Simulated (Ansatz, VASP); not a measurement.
# Sn in VASP and in Ansatz

```xyz
1
Lattice="-1.8378 1.8378 1.8947 1.8378 -1.8378 1.8947 1.8378 1.8378 -1.8947" Properties=species:S:1:pos:R:3 pbc="T T T"
Sn    0.0000    0.0000    0.0000
```

Change from the starting cell: strain -0.030 along x and y, +0.000 along z, atoms carried along.

Alike in both runs: task single point; functional LDA; k mesh 18 × 18 × 18; occupations gaussian, width 0.15 eV; no spin polarisation.

|  | VASP | Ansatz |
| --- | --- | --- |
| version | VASP 6.6.1 | Ansatz 0.2.0 |
| potentials or method | VASP PAW LDA potentials, release 64 (Sn_d), cutoff 520 eV | scalar-relativistic, plane waves, PAW |
| valence electrons in the cell | 14 | 14 |

|  | VASP | Ansatz | Ansatz less VASP |
| --- | --- | --- | --- |
| gap on the k mesh at the Fermi level (eV) | none | none | - |
| pressure (GPa) | -0.1 | -0.2 | -0.03 |
| traceless stress, the component that is largest in VASP (GPa) | 0.44 | 0.45 | +0.006 |

LDA's correlation is that of Perdew and Zunger in VASP and of Perdew and Wang (1992) in Ansatz. A gap of «none» marks a metal or a gap that the smearing closes.
